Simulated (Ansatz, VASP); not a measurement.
**Two plane-wave programs on SnO**

File INCAR:

```
SYSTEM = SnO
PREC = Accurate ; ENCUT = 520
EDIFF = 1E-6 ; ISMEAR = 0
SIGMA = 0.05 ; LREAL = .FALSE.
LASPH = .TRUE. ; NELM = 60
ALGO = Normal ; ISIF = 2
LWAVE = .FALSE. ; LCHARG = .FALSE.
GGA = PE ; NBANDS = 28
```

File KPOINTS:

```
regular mesh
0
G
  10 10 8
  0 0 0
```

The input POSCAR:

```
SnO
1.0
    3.7521256289      0.0000000000      0.0000000000
    0.0000000000      3.7521256289      0.0000000000
    0.0000000000      0.0000000000      5.0672768981
Sn O
2 2
Direct
    0.0000000000      0.5000000000      0.2287361932
    0.5000000000      0.0000000000      0.7712638068
    0.0000000000      0.0000000000      0.0000000000
    0.5000000000      0.5000000000      0.0000000000
```

Input for Ansatz:

```yaml
crystal:
  lattice:
    - [3.7521256289, 0.0, 0.0]
    - [0.0, 3.7521256289, 0.0]
    - [0.0, 0.0, 5.0672768981]
  atoms:
    - { symbol: Sn, position: [0.0, 0.5, 0.2287361932] }
    - { symbol: Sn, position: [0.5, 0.0, 0.7712638068] }
    - { symbol: O, position: [0.0, 0.0, 0.0] }
    - { symbol: O, position: [0.5, 0.5, 0.0] }
basis:
  ecutwfc: 420
kpoints:
  mp_grid: { grid: [10, 10, 8] }
hamiltonian:
  xc: pbe
scf:
  occupations: { method: gaussian, width: 0.05 }
output:
  forces: true
  stress: true
  eigenvalues: true
```

Change from the starting cell: strain -0.030 along x and y, +0.000 along z, atoms carried along.

Alike in both runs: task single point; functional PBE; k mesh 10 × 10 × 8; occupations gaussian, width 0.05 eV; no spin polarisation.

|  | VASP | Ansatz |
| --- | --- | --- |
| version | VASP 6.6.1 | Ansatz 0.2.0 |
| potentials or method | VASP PAW PBE potentials, release 64 (Sn_d, O), cutoff 520 eV | scalar-relativistic, plane waves, PAW |
| valence electrons in the cell | 40 | 40 |

|  | VASP | Ansatz | Ansatz less VASP |
| --- | --- | --- | --- |
| gap on the k mesh at the Fermi level (eV) | 0.21 | 0.20 | -0.011 |
| least direct gap on the mesh (eV) | 2.01 | 2.04 | +0.032 |
| pressure (GPa) | 6.5 | 6.3 | -0.26 |
| traceless stress, the component that is largest in VASP (GPa) | -2.31 | -2.34 | -0.029 |
| rms of the force components (eV/Å) | 0.330 | 0.291 | -0.0385 |

Atom by atom the forces differ by 0.039 eV/Å (rms over components). The functional is the same, so the differences come from potentials, cutoffs and numerics.
